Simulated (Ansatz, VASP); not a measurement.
## Two plane-wave programs on CuAs3

```
Cu As
1.0
     8.84136    0.00000    0.00000
    -4.42068    7.65684    0.00000
     0.00000    0.00000    3.87952
Cu As
2 6
Cartesian
  0.0000 5.1046 0.9699
  4.4207 2.5523 2.9096
  4.4207 4.0153 0.9699
  -1.2670 5.8361 2.9096
  3.1537 1.8208 0.9699
  0.0000 3.6415 2.9096
  5.6877 1.8208 0.9699
  1.2670 5.8361 2.9096
```

Alike in both runs: functional PBE; k mesh 6 × 6 × 10; occupations gaussian, width 0.1 eV; no spin polarisation.

Ansatz relaxed the structure, and its values are those at the end. VASP's run is a single point on that final structure, the one shown.

```csv
,VASP,Ansatz
version,VASP 6.6.1,Ansatz 0.2.0
potentials or method,"VASP PAW PBE potentials, release 64 (Cu, As), cutoff 520 eV","scalar-relativistic, plane waves, PAW"
valence electrons in the cell,52,128
```

Ansatz gave:

* gap on the k mesh at the Fermi level (eV): none
* pressure (GPa): 0.0
* rms of the force components (eV/Å): 0.001

Q: Estimate VASP's values.

A: gap on the k mesh at the Fermi level (eV): none; pressure (GPa): 0.3; rms of the force components (eV/Å): 0.040.

A gap of «none» marks a metal or a gap that the smearing closes. VASP's potentials hold 52 valence electrons a cell and Ansatz's 128, so a difference there can come from the potentials and not from the codes. Ansatz's warnings: xc potential rough in thin density.
